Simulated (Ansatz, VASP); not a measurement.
**InP in VASP and in Ansatz**

```
In P
1.0
     0.00000    2.99809    2.90389
     2.99809    0.00000    2.90389
     2.99809    2.99809    0.00000
In P
1 1
Direct
  0.00000 0.00000 0.00000
  0.25000 0.25000 0.25000
```

Change from the starting cell: epitaxial_xy strain +1.5%.

Alike in both runs: task single point; functional PBE; k mesh 8 × 8 × 8; occupations fermi-dirac, width 0.02 eV; no spin polarisation.

```csv
,VASP,Ansatz
version,VASP 6.6.1,Ansatz 0.2.0
potentials or method,"VASP PAW PBE potentials, release 64 (In_d, P)","plane waves, PAW"
plane-wave cutoff (eV),520,420
valence electrons in the cell,18,18
```

Ansatz gave:

| Quantity | Value |
| --- | --- |
| pressure (GPa) | 0.8 |
| traceless stress, the component that is largest in VASP (GPa) | 0.82 |

Question: What did VASP give for the same quantities?

Answer: Pressure (GPa): 0.7; traceless stress, the component that is largest in VASP (GPa): 0.82.
